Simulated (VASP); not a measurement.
HfB:

```xyz
2
Lattice="0.0000 2.3100 2.3100 2.3100 0.0000 2.3100 2.3100 2.3100 0.0000" Properties=species:S:1:pos:R:3 pbc="T T T"
Hf    2.3100    2.3100    2.3100
B     0.0000    0.0000    0.0000
```

Base run:

* Program: VASP 6.6.1
* Functional: PBE
* Potentials or basis: VASP PAW PBE potentials, release 64 (Hf_pv, B)
* Cutoff: 520 eV
* k mesh: 8 × 8 × 8
* Occupations: gaussian, width 0.1 eV
* Spin: no spin polarisation

Its results: pressure 30.7 GPa.

Question: The run is repeated on the same cell with these changes: functional from PBE to RPBE; cutoff from 520 eV to 500 eV. What comes out?

Answer: Pressure 34.6 GPa.

RPBE binds less tightly than PBE, so the same cell stands under more pressure.

Caveats: the PAW data sets were made with another functional, which shifts forces and pressure a little (some runs).
